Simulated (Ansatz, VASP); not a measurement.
**Two plane-wave programs on InP3**

Contents of POSCAR:

```
InP3
1.0
    3.7414989627      2.1601554333      3.3187131973
   -3.7414989627      2.1601554333      3.3187131973
    0.0000000000     -4.3203108666      3.3187131973
In P
2 6
Direct
    0.2702519987      0.2702519987      0.2702519987
    0.7297480013      0.7297480013      0.7297480013
    0.7982893840      0.2446976857      0.7982893840
    0.7982893840      0.7982893840      0.2446976857
    0.2446976857      0.7982893840      0.7982893840
    0.2017106160      0.7553023143      0.2017106160
    0.7553023143      0.2017106160      0.2017106160
    0.2017106160      0.2017106160      0.7553023143
```

INCAR.step1

```
PREC = Accurate
ENCUT = 520
ISMEAR = 0
SIGMA = 0.15
LREAL = False
LASPH = True
NELM = 60
NBANDS = 38
GGA = PE
ALGO = Normal
EDIFF = 1E-4
LWAVE = True
LCHARG = False
```

INCAR.step2

```
PREC = Accurate
ENCUT = 520
EDIFF = 1E-6
ISMEAR = 0
SIGMA = 0.15
LREAL = False
LASPH = True
NELM = 60
ALGO = Normal
ISIF = 2
LWAVE = False
LCHARG = False
METAGGA = R2SCAN
LMIXTAU = True
NBANDS = 38
ISTART = 1
```

Contents of KPOINTS:

```
Automatic mesh
0
Gamma
  6 6 6
```

Input for Ansatz:

```yaml
crystal:
  lattice:
    - [3.7414989627, 2.1601554333, 3.3187131973]
    - [-3.7414989627, 2.1601554333, 3.3187131973]
    - [0.0, -4.3203108666, 3.3187131973]
  atoms:
    - { symbol: In, position: [0.2702519987, 0.2702519987, 0.2702519987] }
    - { symbol: In, position: [0.7297480013, 0.7297480013, 0.7297480013] }
    - { symbol: P, position: [0.798289384, 0.2446976857, 0.798289384] }
    - { symbol: P, position: [0.798289384, 0.798289384, 0.2446976857] }
    - { symbol: P, position: [0.2446976857, 0.798289384, 0.798289384] }
    - { symbol: P, position: [0.201710616, 0.7553023143, 0.201710616] }
    - { symbol: P, position: [0.7553023143, 0.201710616, 0.201710616] }
    - { symbol: P, position: [0.201710616, 0.201710616, 0.7553023143] }
basis:
  ecutwfc: 500
kpoints:
  mp_grid: { grid: [6, 6, 6] }
hamiltonian:
  xc: r2scan
scf:
  occupations: { method: gaussian, width: 0.15 }
output:
  forces: true
  stress: true
  eigenvalues: true
  write_density: true
  write_potential: true
  elf: true
  volumetric_format: npy
```

Change from the starting cell: strain -0.0150 x Voigt [0, 0, 1, 0, 0, 0], atoms carried along.

Alike in both runs: task single point; functional r2SCAN; k mesh 6 × 6 × 6; occupations gaussian, width 0.15 eV; no spin polarisation.

```csv
,VASP,Ansatz
version,VASP 6.6.1,Ansatz 0.2.0
potentials or method,"VASP PAW PBE potentials, release 64 (In_d, P), cutoff 520 eV","scalar-relativistic, plane waves, PAW"
valence electrons in the cell,56,56
```

```tsv
	VASP	Ansatz	Ansatz less VASP
gap on the k mesh at the Fermi level (eV)	none	none	-
pressure (GPa)	0.6	1.0	+0.38
traceless stress, the component that is largest in VASP (GPa)	0.69	0.58	-0.103
rms of the force components (eV/Å)	0.027	0.065	+0.0381
```

VASP's potentials were made for PBE, not for r2SCAN. Atom by atom the forces differ by 0.051 eV/Å (rms over components). A gap of «none» marks a metal or a gap that the smearing closes.
